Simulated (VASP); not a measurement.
# MnO (Fm-3m) in VASP: further runs, part 2 of 2

VASP 6.6.1. The steps go on from the part before.

**4. Single point, PBE, collinear spin, ferromagnetic start**

This run uses another cell than the first one, of 10.31 Å³/atom, 0.940 times its volume.

INCAR reads:

```
SYSTEM = MnO
  PREC = Accurate
  ENCUT = 520
  EDIFF = 1E-7
  ISMEAR = -1
  SIGMA = 0.05
  LREAL = .FALSE.
  LASPH = .TRUE.
  NELM = 150
  ALGO = Normal
  ISIF = 2
  LWAVE = .FALSE.
  LCHARG = .TRUE.
  ISPIN = 2
  MAGMOM = 4 0
  LORBIT = 11
  LMAXMIX = 4
  GGA = PE
  LELF = .TRUE.
  LVHAR = .TRUE.
  NBANDS = 20
```

KPOINTS reads:

```
regular mesh
0
G
  10 10 10
  0 0 0
```

POSCAR reads:

```
MnO
1.0
    0.0000000000      2.1766406568      2.1766406568
    2.1766406568      0.0000000000      2.1766406568
    2.1766406568      2.1766406568      0.0000000000
Mn O
1 1
Direct
    0.0000000000      0.0000000000      0.0000000000
    0.5000000000      0.5000000000      0.5000000000
```

Potentials or basis: VASP PAW PBE potentials, release 64 (Mn_pv, O).

On the command line:

```console
$ cat potpaw_PBE.64/Mn_pv/POTCAR potpaw_PBE.64/O/POTCAR > POTCAR
$ mpirun -np 1 vasp_std > vasp.out
```

OUTCAR:

```text
SYSTEM = MnO
   PREC = Accurate
   ENCUT = 520
   EDIFF = 1E-7
   ISMEAR = -1
   LREAL = .FALSE.
   LASPH = .TRUE.
   NELM = 150
   ISIF = 2
   ISPIN = 2
   LORBIT = 11
   GGA = PE

 ion  position               nearest neighbor table
   1  0.000  0.000  0.000-   2 2.18   2 2.18   2 2.18   2 2.18   2 2.18   2 2.18
   2  0.500  0.500  0.500-   1 2.18   1 2.18   1 2.18   1 2.18   1 2.18   1 2.18

  LATTYP: Found a face centered cubic cell.
 ALAT       =     4.3532813136

  Lattice vectors:

 A1 = (   0.0000000000,   2.1766406568,   2.1766406568)
 A2 = (   2.1766406568,   0.0000000000,   2.1766406568)
 A3 = (   2.1766406568,   2.1766406568,   0.0000000000)

Analysis of symmetry for initial positions (statically):
=====================================================================
 Subroutine PRICEL returns:
 Original cell was already a primitive cell.

 Routine SETGRP: Setting up the symmetry group for a
 face centered cubic supercell.

[... 750 lines left out ...]
      5       4.6360      1.00000
      6       4.6360      1.00000
[... 541 lines left out ...]
     19      35.1531      0.00000
     20      36.6873      0.00000

 [... further k-points ...]

------------------------ aborting loop because EDIFF is reached ----------------------------------------

  FORCE on cell =-STRESS in cart. coord.  units (eV):
  Direction    XX          YY          ZZ          XY          YZ          ZX
  --------------------------------------------------------------------------------------
  -------------------------------------------------------------------------------------
  Total        0.9248859      0.9248859      0.9248859     -0.0000000      0.0000000     -0.0000000
  in kB       71.8469792     71.8469792     71.8469792     -0.0000000      0.0000000     -0.0000000
  external PRESSURE =      71.8469792 kB  Pullay stress =       0.0000000 kB

 VOLUME and BASIS-vectors are now :
 -----------------------------------------------------------------------------
  energy-cutoff  :      520.00
  volume of cell :       20.62
      direct lattice vectors                 reciprocal lattice vectors
     0.000000000  2.176640657  2.176640657    -0.229711780  0.229711780  0.229711780
     2.176640657  0.000000000  2.176640657     0.229711780 -0.229711780  0.229711780
     2.176640657  2.176640657  0.000000000     0.229711780  0.229711780 -0.229711780

 POSITION                                       TOTAL-FORCE (eV/Angst)
 -----------------------------------------------------------------------------------
      0.00000      0.00000      0.00000        -0.000000      0.000000     -0.000000
      2.17664      2.17664      2.17664         0.000000     -0.000000      0.000000
 -----------------------------------------------------------------------------------
    total drift:                                0.000000     -0.000000     -0.000000

  FREE ENERGIE OF THE ION-ELECTRON SYSTEM (eV)
  ---------------------------------------------------
  free  energy   TOTEN  =       -16.3726830290 eV

  energy  without entropy=      -16.3623084585  energy(sigma->0) =      -16.36749574

 total charge

# of ion       s       p       d       tot
------------------------------------------
    1        0.213   6.197   5.017  11.426
    2        1.562   3.436   0.000   4.998
--------------------------------------------------
tot          1.775   9.633   5.017  16.424

 magnetization (x)

# of ion       s       p       d       tot
------------------------------------------
    1        0.033   0.026   4.116   4.176
    2        0.031   0.155   0.000   0.187
--------------------------------------------------
tot          0.064   0.181   4.116   4.362
```

OSZICAR:

```text
N       E                     dE             d eps       ncg     rms          rms(c)
DAV:   1     0.168919884393E+03    0.16892E+03   -0.10261E+04  3776   0.114E+03
DAV:   2    -0.103130162757E+02   -0.17923E+03   -0.16687E+03  3840   0.329E+02
DAV:   3    -0.185821532589E+02   -0.82691E+01   -0.81585E+01  4244   0.761E+01
DAV:   4    -0.186426469244E+02   -0.60494E-01   -0.60481E-01  4288   0.668E+00
DAV:   5    -0.186431387543E+02   -0.49183E-03   -0.49182E-03  4192   0.600E-01    0.146E+01
DAV:   6    -0.166563620071E+02    0.19868E+01   -0.88252E+00  5124   0.342E+01    0.130E+01
DAV:   7    -0.163836128177E+02    0.27275E+00   -0.11487E+00  4372   0.157E+01    0.809E+00
DAV:   8    -0.163825873923E+02    0.10254E-02   -0.99857E-02  4136   0.235E+00    0.483E+00
DAV:   9    -0.163690713737E+02    0.13516E-01   -0.29330E-02  4224   0.189E+00    0.117E+00
DAV:  10    -0.163724227365E+02   -0.33514E-02   -0.60384E-03  4116   0.920E-01    0.230E-01
DAV:  11    -0.163726515838E+02   -0.22885E-03   -0.81612E-04  4280   0.259E-01    0.667E-02
DAV:  12    -0.163726717547E+02   -0.20171E-04   -0.24521E-05  4164   0.499E-02    0.284E-02
DAV:  13    -0.163726780194E+02   -0.62646E-05   -0.34574E-06  4244   0.179E-02    0.272E-02
DAV:  14    -0.163726828422E+02   -0.48228E-05   -0.41297E-06  4148   0.153E-02    0.588E-03
DAV:  15    -0.163726830343E+02   -0.19210E-06   -0.14622E-07  4148   0.314E-03    0.186E-03
DAV:  16    -0.163726830290E+02    0.53142E-08   -0.21294E-08  2212   0.130E-03
   1 F= -.16372683E+02 E0= -.16367496E+02  d E =-.103746E-01  mag=     4.5676
```

Run time: 15 s. Hardware: 1 thread of Intel Xeon 6975P-C (Granite Rapids), shared host; peak memory 0.16 GiB.

Results:

```yaml
Free_energy: -16.3727 eV
Pressure: 7.2 GPa
Net_moment: 4.57 μB per cell
Site_moments: Mn +4.18; O +0.19 μB
Valence_electrons_inside_the_program's_atomic_spheres: Mn 11.43; O 5.00
```

Caveat: a cell with one magnetic atom can't hold antiferromagnetic order, which such compounds often take; semilocal functionals often make such compounds metallic where correlation or magnetic order opens a gap, which also shifts bond lengths.

**5. Summary**

| cell | smearing | gap on the mesh (eV) | pressure (GPa) | moment (μB) |
| --- | --- | --- | --- | --- |
| a = 3.142 Å, angles 60.0°, 2 atoms | gaussian 0.011 eV | none | 0.8 | 4.80 |
| a = 3.142 Å, angles 60.0°, 2 atoms | fermi-dirac 0.05 eV | none | 0.6 | 4.79 |
| a = 3.078 Å, angles 60.0°, 2 atoms | fermi-dirac 0.05 eV | none | 7.2 | 4.57 |

Alike in all rows: task single point; level PBE; potentials or basis VASP PAW PBE potentials, release 64 (Mn_pv, O); spin collinear, ferromagnetic start; k mesh 10 × 10 × 10; cutoff (eV) 520.

Caveats: a cell with one magnetic atom can't hold antiferromagnetic order, which such compounds often take; semilocal functionals often make such compounds metallic where correlation or magnetic order opens a gap, which also shifts bond lengths.

Absolute energies hang on the potentials; compare differences alone.
